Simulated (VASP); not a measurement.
# Rh (P-1) in VASP: single point with PBEsol

Aim: the single point of Rh with PBEsol.

All numbers are computed with VASP 6.6.1; they aren't measurements. Logs are shortened: lines on timing, memory, paths and dates and some standing lists are left out, and cuts for length are marked.

## Step 1: The cell of the first run

The typed cell holds 2 atoms: a = 2.731 Å, b = 2.731 Å, c = 4.428 Å, α = 90.00°, β = 90.00°, γ = 120.00°.

## Step 2: Single point, PBEsol (atom 1 (Rh) moved by (-0.200, -0.200) A along [1 1 0] and z)

Input file INCAR:

```
PREC     = Accurate       # precision mode
ENCUT    = 520            # plane-wave cutoff, eV
EDIFF    = 1E-7           # SCF threshold, eV
ISMEAR   = 0              # smearing method
SIGMA    = 0.15           # smearing width, eV
LREAL    = False          # projectors in reciprocal space
LASPH    = True           # aspherical terms in the spheres
NELM     = 60             # most SCF steps
ALGO     = Fast           # electronic algorithm
ISIF     = 2              # what is computed and relaxed
LWAVE    = False          # write WAVECAR
LCHARG   = False          # write CHGCAR
GGA      = PS             # functional
NBANDS   = 22             # bands
```

Input file KPOINTS:

```
Automatic mesh
0
Gamma
  18 18 12
```

Input file POSCAR:

```
Rh
1.0
    2.7309790422      0.0000000000      0.0000000000
   -1.3654895211      2.3650972278      0.0000000000
    0.0000000000      0.0000000000      4.4284890000
Rh
2
Direct
    0.5849849654      0.2735381779      0.7048378691
    0.3333333333      0.6666666667      0.2500000000
```

Potentials or basis: VASP PAW PBE potentials, release 64 (Rh_pv).

Launch:

```bash
$ cat potpaw_PBE.64/Rh_pv/POTCAR > POTCAR
$ mpirun -np 1 vasp_std > vasp.out
```

OUTCAR:

```text
PREC = Accurate
   ENCUT = 520
   EDIFF = 1E-7
   ISMEAR = 0
   LREAL = False
   LASPH = True
   NELM = 60
   ISIF = 2
   GGA = PS

 ion  position               nearest neighbor table
   1  0.585  0.274  0.705-   2 2.48   2 2.53   2 2.68   2 2.81   2 2.86   2 2.99
   2  0.333  0.667  0.250-   1 2.48   1 2.53   1 2.68   1 2.81   1 2.86   1 2.99

  LATTYP: Found a hexagonal cell.
 ALAT       =     2.7309790422
 C/A-ratio  =     1.6215756077

  Lattice vectors:

 A1 = (   2.7309790422,   0.0000000000,   0.0000000000)
 A2 = (  -1.3654895211,   2.3650972278,   0.0000000000)
 A3 = (   0.0000000000,   0.0000000000,   4.4284890000)

Analysis of symmetry for initial positions (statically):
=====================================================================
 Subroutine PRICEL returns:
 Original cell was already a primitive cell.

 Routine SETGRP: Setting up the symmetry group for a
 hexagonal supercell.

 Subroutine GETGRP returns: Found  2 space group operations
 (whereof  1 operations were pure point group operations)
 out of a pool of 24 trial point group operations.

The static configuration has the point symmetry C_1 .
 The point group associated with its full space group is S_2 .

Analysis of symmetry for dynamics (positions and initial velocities):
=====================================================================
 Subroutine PRICEL returns:
 Original cell was already a primitive cell.

 Routine SETGRP: Setting up the symmetry group for a
 hexagonal supercell.

 Subroutine GETGRP returns: Found  2 space group operations
 (whereof  1 operations were pure point group operations)
 out of a pool of 24 trial point group operations.

The dynamic configuration has the point symmetry C_1 .
 The point group associated with its full space group is S_2 .

 Subroutine INISYM returns: Found  2 space group operations
 (whereof  1 operations are pure point group operations),
 and found     1 'primitive' translations

----------------------------------------------------------------------------------------

                                     Primitive cell

  volume of cell :      28.6037

  direct lattice vectors                    reciprocal lattice vectors
     2.730979042  0.000000000  0.000000000     0.366169049  0.211407799  0.000000000
    -1.365489521  2.365097228  0.000000000     0.000000000  0.422815599  0.000000000
     0.000000000  0.000000000  4.428489000     0.000000000  0.000000000  0.225810655

  length of vectors
     2.730979042  2.730979042  4.428489000     0.422815599  0.422815599  0.225810655

  position of ions in fractional coordinates (direct lattice)
     0.584984965  0.273538178  0.704837869
     0.333333333  0.666666667  0.250000000

  ion indices of the primitive-cell ions
   primitive index   ion index
                 1           1
                 2           2

----------------------------------------------------------------------------------------

 KPOINTS: Automatic mesh

Automatic generation of k-mesh.
 Grid dimensions read from file:
 generate k-points for:   18   18   12

 Generating k-lattice:

  Cartesian coordinates                     Fractional coordinates (reciprocal lattice)
     0.020342725  0.011744878  0.000000000     0.055555556  0.000000000  0.000000000
     0.000000000  0.023489755  0.000000000     0.000000000  0.055555556  0.000000000
     0.000000000  0.000000000  0.018817555     0.000000000  0.000000000  0.083333333

  Length of vectors
     0.023489755  0.023489755  0.018817555

  Shift w.r.t. Gamma in fractional coordinates (k-lattice)
     0.000000000  0.000000000  0.000000000

 Subroutine IBZKPT returns following result:
 ===========================================

 Found   1948 irreducible k-points:

 Following reciprocal coordinates:
            Coordinates               Weight
  0.000000  0.000000  0.000000      1.000000
  0.055556  0.000000  0.000000      2.000000
  0.000000  0.055556  0.000000      2.000000
 -0.055556  0.055556  0.000000      2.000000
  0.111111  0.000000  0.000000      2.000000
  0.000000  0.111111  0.000000      2.000000
[... 16 lines left out ...]
  0.444444 -0.000000  0.000000      2.000000
  0.000000  0.444444  0.000000      2.000000
 [... further k-points ...]
   k-points           NKPTS =   1948   k-points in BZ     NKDIM =   1948   number of bands    NBANDS=     22
   number of dos      NEDOS =    301   number of ions     NIONS =      2
   total plane-waves  NPLWV =  14400
   dimension x,y,z NGX =    20 NGY =   20 NGZ =   36
   dimension x,y,z NGXF=    40 NGYF=   40 NGZF=   72
   ions per type =               2
   NGX,Y,Z   is equivalent  to a cutoff of  12.17, 12.17, 13.51 a.u.
   NGXF,Y,Z  is equivalent  to a cutoff of  24.35, 24.35, 27.03 a.u.
 SYSTEM =  unknown system
   PREC   = accura    normal or accurate (medium, high low for compatibility)
   ISTART =      0    job   : 0-new  1-cont  2-samecut
   ICHARG =      2    charge: 1-file 2-atom 10-const
   ISPIN  =      1    spin polarized calculation?
   LNONCOLLINEAR =      F non collinear calculations
   LSORBIT =      F    spin-orbit coupling
   LASPH  =      T    aspherical Exc in radial PAW
   ENCUT  =  520.0 eV  38.22 Ry    6.18 a.u.   5.08  5.08  8.23*2*pi/ulx,y,z
   NELM   =     60;   NELMIN=  2; NELMDL= -5     # of ELM steps
   EDIFF  = 0.1E-06   stopping-criterion for ELM
   LREAL  =      F    real-space projection
   EDIFFG = 0.1E-05   stopping-criterion for IOM
   NSW    =      0    number of steps for IOM
   IBRION =     -1    ionic relax: 0-MD 1-quasi-New 2-CG
   NFREE  =      0    steps in history (QN), initial steepest desc. (CG)
   ISIF   =      2    stress and relaxation
   ISYM   =      2    0-nonsym 1-usesym 2-fastsym
   POTIM  = 0.5000    time-step for ionic-motion
   TEBEG  =    0.0;   TEEND  =   0.0 temperature during run
   PSTRESS=    0.0 pullay stress
   NELECT =      30.0000    total number of electrons
   NUPDOWN=      -1.0000    fix difference up-down
   EMIN   =  10.00;   EMAX   =-10.00  energy-range for DOS
   EFERMI =   0.00;   METHOD = LEGACY
   ISMEAR =     0;   SIGMA  =   0.15  broadening in eV -4-tet -1-fermi 0-gaus
   EFERMI_NEDOS =   21; number of points for ismear=-14 and -15
   IALGO  =     68    algorithm
   IMIX   =      4    mixing-type and parameters
     AMIX     =   0.40;   BMIX     =  1.00
     AMIX_MAG =   1.60;   BMIX_MAG =  1.00
  volume/ion in A,a.u.               =      14.30        96.51
  Fermi-wavevector in a.u.,A,eV,Ry     =   1.663314  3.143208 37.642066  2.766614
  Thomas-Fermi vector in A             =   2.750053
   LORBIT       =      0    0 simple, 1 ext, 2 COOP (PROOUT), +10 PAW based schemes
   GGA     = PS    functional components
   LHFCALC =     F    Hartree Fock is set to
   AEXX    =    0.0000 exact exchange contribution
   IVDW    =     0    specifies the selected vdW correction
   LEPSILON=     F    determine dielectric tensor
   LRPA    =     F    only Hartree local field effects (RPA)
 non-spin polarized calculation
 RMM-DIIS sequential band-by-band and
 Gauss-broadening in eV      SIGMA  =   0.15
  energy-cutoff  :      520.00
  volume of cell :       28.60
 maximum number of plane-waves:       785
   NGX = 11   NGY = 11   NGZ = 17

 number of electron      30.0000006 magnetization

 Free energy of the ion-electron system (eV)
  ---------------------------------------------------
  ext. energy  EPLUGINS =         0.00000000
  ---------------------------------------------------
  free energy    TOTEN  =       -15.88990999 eV

  energy without entropy =      -15.84927608  energy(sigma->0) =      -15.86959303

 E-fermi :  11.1667     XC(G=0): -13.9370

 val. band max:       11.1667187068   @ k =  -0.2222   0.5000   0.1667
 cond. band min:      11.1669307007   @ k =  -0.2778   0.2222   0.4167
 fundamental gap:      0.0002119939
 Fermi energy:        11.1667498415

 k-point     1 :       0.0000    0.0000    0.0000
  band No.  band energies     occupation
      1     -35.9721      2.00000
      2     -35.3759      2.00000
      3     -35.2328      2.00000
      4     -35.1991      2.00000
      5     -35.1933      2.00000
      6     -35.1794      2.00000
[... 14 lines left out ...]
     21      29.4155      0.00000
     22      29.6806      0.00000

 k-point     2 :       0.0556    0.0000    0.0000
  band No.  band energies     occupation
      1     -35.9672      2.00000
      2     -35.3802      2.00000
      3     -35.2536      2.00000
      4     -35.1978      2.00000
      5     -35.1951      2.00000
      6     -35.1914      2.00000
[... 14 lines left out ...]
     21      29.3831      0.00000
     22      29.7331      0.00000

 k-point     3 :       0.0000    0.0556    0.0000
  band No.  band energies     occupation
      1     -35.9655      2.00000
      2     -35.3910      2.00000
      3     -35.2425      2.00000
      4     -35.2056      2.00000
      5     -35.1976      2.00000
      6     -35.1834      2.00000
[... 14 lines left out ...]
     21      29.5514      0.00000
     22      29.7509      0.00000

 k-point     4 :      -0.0556    0.0556    0.0000
  band No.  band energies     occupation
      1     -35.9658      2.00000
      2     -35.3893      2.00000
      3     -35.2441      2.00000
      4     -35.2064      2.00000
      5     -35.1980      2.00000
      6     -35.1820      2.00000
[... 14 lines left out ...]
     21      29.5230      0.00000
     22      29.7476      0.00000

 k-point     5 :       0.1111    0.0000    0.0000
  band No.  band energies     occupation
      1     -35.9530      2.00000
      2     -35.3927      2.00000
      3     -35.3044      2.00000
      4     -35.2304      2.00000
      5     -35.2036      2.00000
      6     -35.1955      2.00000
[... 417 lines left out ...]
 k-point    22 :      -0.3889    0.3889    0.0000
  band No.  band energies     occupation
      1     -35.8140      2.00000
      2     -35.7775      2.00000
      3     -35.5331      2.00000
      4     -35.4030      2.00000
      5     -35.3240      2.00000
      6     -35.2478      2.00000
[... 14 lines left out ...]
     21      25.1876      0.00000
     22      25.9557      0.00000

 k-point    23 :       0.4444   -0.0000    0.0000
  band No.  band energies     occupation
      1     -35.8308      2.00000
      2     -35.7562      2.00000
      3     -35.5401      2.00000
      4     -35.5071      2.00000
      5     -35.2841      2.00000
      6     -35.2653      2.00000
[... 14 lines left out ...]
     21      24.2868      0.00000
     22      25.3247      0.00000

 k-point    24 :       0.0000    0.4444    0.0000
  band No.  band energies     occupation
      1     -35.8680      2.00000
      2     -35.7659      2.00000
      3     -35.5064      2.00000
      4     -35.4150      2.00000
      5     -35.3887      2.00000
      6     -35.2480      2.00000
[... 14 lines left out ...]
     21      24.3997      0.00000
     22      24.5700      0.00000

 [... further k-points ...]
[... 5 lines left out ...]
  --------------------------------------------------------------------------------------
  -------------------------------------------------------------------------------------
  Total       -1.8805413     -1.2127902     -0.6191711     -0.2513369      0.6910376      0.5354807
  in kB     -105.3344691    -67.9318304    -34.6815334    -14.0780965     38.7069806     29.9937979
  external PRESSURE =     -69.3159443 kB  Pullay stress =       0.0000000 kB

 VOLUME and BASIS-vectors are now :
 -----------------------------------------------------------------------------
  energy-cutoff  :      520.00
  volume of cell :       28.60
      direct lattice vectors                 reciprocal lattice vectors
     2.730979042  0.000000000  0.000000000     0.366169049  0.211407799  0.000000000
    -1.365489521  2.365097228  0.000000000     0.000000000  0.422815599  0.000000000
     0.000000000  0.000000000  4.428489000     0.000000000  0.000000000  0.225810655

 POSITION                                       TOTAL-FORCE (eV/Angst)
 -----------------------------------------------------------------------------------
      1.22407      0.64694      3.12137         0.503295      0.593457      1.929906
     -0.00000      1.57673      1.10712        -0.503295     -0.593457     -1.929906
 -----------------------------------------------------------------------------------
    total drift:                               -0.000007      0.000003     -0.000024

  FREE ENERGIE OF THE ION-ELECTRON SYSTEM (eV)
  ---------------------------------------------------
  free  energy   TOTEN  =       -15.8899099856 eV

  energy  without entropy=      -15.8492760824  energy(sigma->0) =      -15.86959303
```

Run time: 27 min. Hardware: 1 thread of Intel Xeon 8259CL, shared host; peak memory 0.93 GiB.

What came out:

- Free energy: -15.8899 eV
- Pressure: -6.9 GPa
- Largest force: 2.081 eV/Å
- Band gap on the k mesh: zero (bands 15 and 16 overlap by 2.03 eV)

Forces on the atoms (eV/Å):
```
Rh   0.503  0.593  1.930
Rh  -0.503 -0.593 -1.930
```

Levels at points of the mesh, in eV from the Fermi level:
```tsv
k point	band 13	band 14	band 15	band 16	band 17	band 18
(0.00, 0.00, 0.00)	-2.44	-1.89	-1.17	-0.31	0.64	0.82
(0.50, 0.00, 0.00)	-1.55	0.44	0.51	0.81	2.29	5.48
(0.00, 0.50, 0.00)	-2.15	0.26	0.41	0.78	3.29	4.49
(0.50, 0.50, 0.00)	-2.18	0.33	0.34	0.73	3.02	4.77
(0.00, 0.00, 0.50)	-3.03	-2.44	-1.05	-0.44	-0.14	-0.09
(0.50, 0.00, 0.50)	-0.91	-0.75	0.56	0.59	2.71	3.72
(0.00, 0.50, 0.50)	-0.06	0.25	0.38	0.70	1.80	2.49
(0.50, 0.50, 0.50)	-0.26	0.02	0.43	0.68	2.01	2.81
```

Caveat: the cell differs from its parent crystal (atom 1 (Rh) moved by (-0.200, -0.200) A along [1 1 0] and z); the stress differs along the axes, from -11 to -3 GPa; the PAW data sets were made with another functional, which shifts forces and pressure a little.
